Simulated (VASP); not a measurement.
# Si (Ibca) in VASP: notebook, part 2 of 2

VASP 6.6.1. Earlier steps stand in the parts before.

### 3 Single point, PBEsol (16.82 Å³/atom)

INCAR

```
PREC = Accurate
ENCUT = 520
EDIFF = 1E-6
ISMEAR = 0
SIGMA = 0.15
LREAL = False
LASPH = True
NELM = 80
ALGO = Normal
ISIF = 2
LWAVE = False
LCHARG = False
GGA = PS
NBANDS = 26
```

KPOINTS

```
regular mesh
0
Gamma
  10 10 10
```

POSCAR

```
Si
1.0
   -3.2801460411      3.2801460411      3.1256511626
    3.2801460411     -3.2801460411      3.1256511626
    3.2801460411      3.2801460411     -3.1256511626
Si
8
Direct
    0.2047947401      0.2047947401      0.2047947401
    0.5000000000      0.0000000000      0.2952052599
    0.2952052599      0.5000000000      0.0000000000
    0.0000000000      0.2952052599      0.5000000000
    0.7952052599      0.7952052599      0.7952052599
    0.5000000000      0.0000000000      0.7047947401
    0.7047947401      0.5000000000      0.0000000000
    0.0000000000      0.7047947401      0.5000000000
```

Potentials or basis: VASP PAW PBE potentials, release 64 (Si).

The run is started by

```console
cat potpaw_PBE.64/Si/POTCAR > POTCAR
mpirun -np 1 vasp_std > vasp.out
```

OUTCAR:

```text
PREC = Accurate
   ENCUT = 520
   EDIFF = 1E-6
   ISMEAR = 0
   LREAL = False
   LASPH = True
   NELM = 80
   ISIF = 2
   GGA = PS

 ion  position               nearest neighbor table
   1  0.205  0.205  0.205-   3 2.28   5 2.29   4 2.32   2 2.36
   2  0.500  0.000  0.295-   4 2.28   6 2.29   3 2.32   1 2.36
   3  0.295  0.500  0.000-   1 2.28   7 2.29   2 2.32   4 2.36
   4  0.000  0.295  0.500-   2 2.28   8 2.29   1 2.32   3 2.36
[... 914 lines left out ...]
  -------------------------------------------------------------------------------------
  Total        4.5854178      4.7070339     11.1095499     -0.0000000      0.0000000      0.0000000
  in kB       54.6138301     56.0623182    132.3183837     -0.0000000      0.0000000      0.0000000
  external PRESSURE =      80.9981774 kB  Pullay stress =       0.0000000 kB

 VOLUME and BASIS-vectors are now :
 -----------------------------------------------------------------------------
  energy-cutoff  :      520.00
  volume of cell :      134.52
      direct lattice vectors                 reciprocal lattice vectors
    -3.280146041  3.280146041  3.125651163     0.000000000  0.152432237  0.159966667
     3.280146041 -3.280146041  3.125651163     0.152432237  0.000000000  0.159966667
     3.280146041  3.280146041 -3.125651163     0.152432237  0.152432237  0.000000000

 POSITION                                       TOTAL-FORCE (eV/Angst)
 -----------------------------------------------------------------------------------
      0.67176      0.67176      0.64012         0.074216      0.537215     -0.046872
     -0.67176      2.60839      0.64012        -0.074216     -0.537215     -0.046872
      0.67176     -0.67176      2.48553         0.074216     -0.537215      0.046872
      2.60839      0.67176     -0.64012        -0.074216      0.537215      0.046872
      2.60839      2.60839      2.48553        -0.074216     -0.537215      0.046872
      0.67176      3.95190     -0.64012         0.074216      0.537215      0.046872
     -0.67176      0.67176      3.76577        -0.074216      0.537215     -0.046872
      3.95190     -0.67176      0.64012         0.074216     -0.537215     -0.046872
 -----------------------------------------------------------------------------------
    total drift:                                0.000000     -0.000000      0.000000

  FREE ENERGIE OF THE ION-ELECTRON SYSTEM (eV)
  ---------------------------------------------------
  free  energy   TOTEN  =       -44.6941274437 eV

  energy  without entropy=      -44.6812750873  energy(sigma->0) =      -44.68770127
```

Run time: 20 min. Hardware: 1 thread of Intel Xeon 8259CL, shared host; peak memory 0.53 GiB.

Results:

* Free energy: -44.6941 eV
* Pressure: 8.1 GPa
* Largest force: 0.544 eV/Å
* Band gap on the k mesh: zero (bands 16 and 17 overlap by 0.38 eV)

Forces on the atoms (eV/Å):
```
Si   0.074  0.537 -0.047
Si  -0.074 -0.537 -0.047
Si   0.074 -0.537  0.047
Si  -0.074  0.537  0.047
Si  -0.074 -0.537  0.047
Si   0.074  0.537  0.047
Si  -0.074  0.537 -0.047
Si   0.074 -0.537 -0.047
```

Caveat: the stress differs along the axes, from 5 to 13 GPa; semilocal functionals underestimate gaps, and a narrow one can read as zero; the PAW data sets were made with another functional, which shifts forces and pressure a little.

### 4 Single point, PBEsol (17.39 Å³/atom)

This run uses another cell than the first one, of 17.39 Å³/atom.

INCAR

```
SYSTEM = Si
  ALGO = Normal
  EDIFF = 1E-6
  ENCUT = 520
  GGA = PS
  ISIF = 2
  ISMEAR = 0
  LASPH = .TRUE.
  LCHARG = .FALSE.
  LREAL = .FALSE.
  LWAVE = .FALSE.
  NBANDS = 26
  NELM = 80
  PREC = Accurate
  SIGMA = 0.15
```

KPOINTS

```
k-points
0
G
  10 10 10
  0 0 0
```

Edit POSCAR of step 3 so:

```diff
@@ -2,5 +2,5 @@
 1.0
-   -3.2801460411      3.2801460411      3.1256511626
-    3.2801460411     -3.2801460411      3.1256511626
-    3.2801460411      3.2801460411     -3.1256511626
+   -3.3980774777      3.3980774777      3.0120558763
+    3.3980774777     -3.3980774777      3.0120558763
+    3.3980774777      3.3980774777     -3.0120558763
 Si
```

The run is started by

```console
cat potpaw_PBE.64/Si/POTCAR > POTCAR
mpirun -np 1 vasp_std > vasp.out
```

Run time: 14 min. Hardware: 1 thread of Intel Xeon 8259CL, shared host; peak memory 0.54 GiB.

The run converged. Its results:

```
Free energy            : -44.3697 eV
Pressure               : 4.1 GPa
Largest force          : 1.014 eV/Å
Band gap on the k mesh : zero (bands 16 and 17 overlap by 0.57 eV)
```

Forces in eV/Å, atoms in the order of the input:
```
Si  -0.083  0.902 -0.456
Si   0.083 -0.902 -0.456
Si  -0.083 -0.902  0.456
Si   0.083  0.902  0.456
Si   0.083 -0.902  0.456
Si  -0.083  0.902  0.456
Si   0.083  0.902 -0.456
Si  -0.083 -0.902 -0.456
```

Stress tensor (GPa, compression positive):
```
-1.63  0.00  0.00
 0.00 -0.47  0.00
 0.00  0.00 14.35
```

Levels at points of the mesh, in eV from the Fermi level:
| k point | band 13 | band 14 | band 15 | band 16 | band 17 | band 18 | band 19 | band 20 |
| --- | --- | --- | --- | --- | --- | --- | --- | --- |
| (0.00, 0.00, 0.00) | -4.08 | -2.02 | -1.92 | 0.27 | 0.80 | 0.92 | 3.46 | 3.59 |
| (0.50, 0.00, 0.00) | -1.90 | -1.90 | -1.71 | -1.71 | 0.82 | 0.82 | 1.81 | 1.81 |
| (0.50, 0.00, 0.50) | -1.76 | -1.76 | -1.15 | -1.15 | -0.08 | -0.08 | 2.02 | 2.02 |
| (0.50, 0.50, 0.00) | -2.24 | -2.24 | -1.09 | -1.09 | 0.25 | 0.25 | 1.65 | 1.65 |
| (0.50, 0.50, 0.50) | -2.58 | -0.59 | -0.21 | 0.08 | 0.73 | 1.93 | 2.50 | 2.66 |

Caveat: the stress differs along the axes, from -2 to 14 GPa; semilocal functionals underestimate gaps, and a narrow one can read as zero; the PAW data sets were made with another functional, which shifts forces and pressure a little.

### 5 Single point, PBEsol (17.39 Å³/atom)

This run uses another cell than the first one, of 17.39 Å³/atom.

INCAR

```
PREC = Accurate
ENCUT = 520
EDIFF = 1E-6
ISMEAR = 0
SIGMA = 0.15
LREAL = False
LASPH = True
NELM = 100
ALGO = Normal
ISIF = 2
LWAVE = False
LCHARG = True
GGA = PS
LELF = True
LVHAR = True
NBANDS = 26
```

KPOINTS

```
Automatic mesh
0
Gamma
  10 10 10
```

Edit POSCAR of step 4 so:

```diff
@@ -2,5 +2,5 @@
 1.0
-   -3.3980774777      3.3980774777      3.0120558763
-    3.3980774777     -3.3980774777      3.0120558763
-    3.3980774777      3.3980774777     -3.0120558763
+   -3.3438830573      3.3438830573      3.1104800199
+    3.3438830573     -3.3438830573      3.1104800199
+    3.3438830573      3.3438830573     -3.1104800199
 Si
```

The run is started by

```console
cat potpaw_PBE.64/Si/POTCAR > POTCAR
mpirun -np 1 vasp_std > vasp.out
```

Wall time 17 min (1 thread of Intel Xeon 8259CL, shared host); peak memory 0.54 GiB.

Results (log left out):

```yaml
Free_energy: -44.7384 eV
Pressure: 3.9 GPa
Largest_force: 0.594 eV/Å
Band_gap_on_the_k_mesh: zero (bands 16 and 17 overlap by 0.35 eV)
```

Forces in eV/Å, atoms in the order of the input:
```
Si  -0.041  0.551 -0.218
Si   0.041 -0.551 -0.218
Si  -0.041 -0.551  0.218
Si   0.041  0.551  0.218
Si   0.041 -0.551  0.218
Si  -0.041  0.551  0.218
Si   0.041  0.551 -0.218
Si  -0.041 -0.551 -0.218
```

Stress tensor (GPa, compression positive):
```
 0.21  0.00  0.00
 0.00  0.56  0.00
 0.00  0.00 11.01
```

Levels at points of the mesh, in eV from the Fermi level:
| k point | band 14 | band 15 | band 16 | band 17 | band 18 | band 19 |
| --- | --- | --- | --- | --- | --- | --- |
| (0.00, 0.00, 0.00) | -1.72 | -1.65 | -0.24 | 1.20 | 1.28 | 2.87 |
| (0.50, 0.00, 0.00) | -2.03 | -1.58 | -1.58 | 0.70 | 0.70 | 1.89 |
| (0.50, 0.00, 0.50) | -1.92 | -1.18 | -1.18 | 0.10 | 0.10 | 2.09 |
| (0.50, 0.50, 0.00) | -2.19 | -1.14 | -1.14 | 0.31 | 0.31 | 1.93 |
| (0.50, 0.50, 0.50) | -0.59 | 0.00 | 0.24 | 0.64 | 2.37 | 2.66 |

Caveat: the stress differs along the axes, from 0 to 11 GPa; semilocal functionals underestimate gaps, and a narrow one can read as zero; the PAW data sets were made with another functional, which shifts forces and pressure a little.

### 6 The runs side by side

| cell | gap on the mesh (eV) | pressure (GPa) | largest force (eV/Å) |
| --- | --- | --- | --- |
| a = 5.597 Å, angles 111.5, 111.5, 105.5°, 8 atoms | none | 8.2 | 0.73 |
| a = 5.594 Å, angles 108.2, 108.2, 112.1°, 8 atoms | none | 8.1 | 0.54 |
| a = 5.672 Å, angles 106.4, 106.4, 115.8°, 8 atoms | none | 4.1 | 1.01 |
| a = 5.660 Å, angles 107.6, 107.6, 113.3°, 8 atoms | none | 3.9 | 0.59 |

Alike in all rows: task single point; level PBEsol; potentials or basis VASP PAW PBE potentials, release 64 (Si); no spin polarisation; k mesh 10 × 10 × 10; cutoff (eV) 520; smearing gaussian 0.15 eV.

Caveats: semilocal functionals underestimate gaps, and a narrow one can read as zero; the PAW data sets were made with another functional, which shifts forces and pressure a little; the stress differs along the axes, from 0 to 12 GPa (at least some runs); the stress differs along the axes, from 5 to 13 GPa (at least some runs); the stress differs along the axes, from -2 to 14 GPa (at least some runs); the stress differs along the axes, from 0 to 11 GPa (at least some runs).

Total energies depend on the potentials used, so only differences within one code and one set of settings carry meaning.
